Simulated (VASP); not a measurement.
Wanted: the native input for a VASP 6.6.1 run.

* Task: single point
* Functional: PBEsol
* Potentials or basis: VASP PAW PBE potentials, release 64 (Na_pv, Cl)
* Cutoff: 520 eV
* k mesh: 6 × 6 × 6
* Occupations: gaussian, width 0.05 eV
* Spin: no spin polarisation
* Dipole correction: no
* Further INCAR settings: ALGO = Normal; EDIFF = 1e-06; NBANDS = 14

The structure of NaCl lies in POSCAR:

```
NaCl
1.0
    3.5021900000      0.0000000000      0.0000000000
    0.0000000000      3.5021900000      0.0000000000
    0.0000000000      0.0000000000      3.6422776000
Na Cl
1 1
Direct
    0.0000000000      0.0000000000      0.0000000000
    0.5000000000      0.5000000000      0.5000000000
```

This cell differs from its parent crystal: strain +0.000 along x and y, +0.040 along z.

These files were run (other wordings do the same):

INCAR

```
SYSTEM = NaCl
PREC = Accurate ; ENCUT = 520
EDIFF = 1E-6 ; ISMEAR = 0
SIGMA = 0.05 ; LREAL = .False.
LASPH = .True. ; NELM = 80
ALGO = Normal ; ISIF = 2
LWAVE = .False. ; LCHARG = .False.
GGA = PS ; NBANDS = 14
```

KPOINTS

```
Automatic mesh
0
Gamma
  6 6 6
  0 0 0
```

Potentials or basis: VASP PAW PBE potentials, release 64 (Na_pv, Cl).

Run with:

```bash
$ cat potpaw_PBE.64/Na_pv/POTCAR potpaw_PBE.64/Cl/POTCAR > POTCAR
$ mpirun -np 1 vasp_std > vasp.out
```

Results of the run:

- Pressure: -2.0 GPa
- Band gap on the k mesh: 3.62 eV (least direct gap 4.06 eV)

Caveat: the cell differs from its parent crystal (strain +0.000 along x and y, +0.040 along z); the PAW data sets were made with another functional, which shifts forces and pressure a little.

Run time: 20 s on 1 thread of Intel(R) Xeon(R) Platinum 8259CL CPU @ 2.50GHz (Skylake/Cascade Lake), with other jobs on the host, peak memory 0.16 GiB.
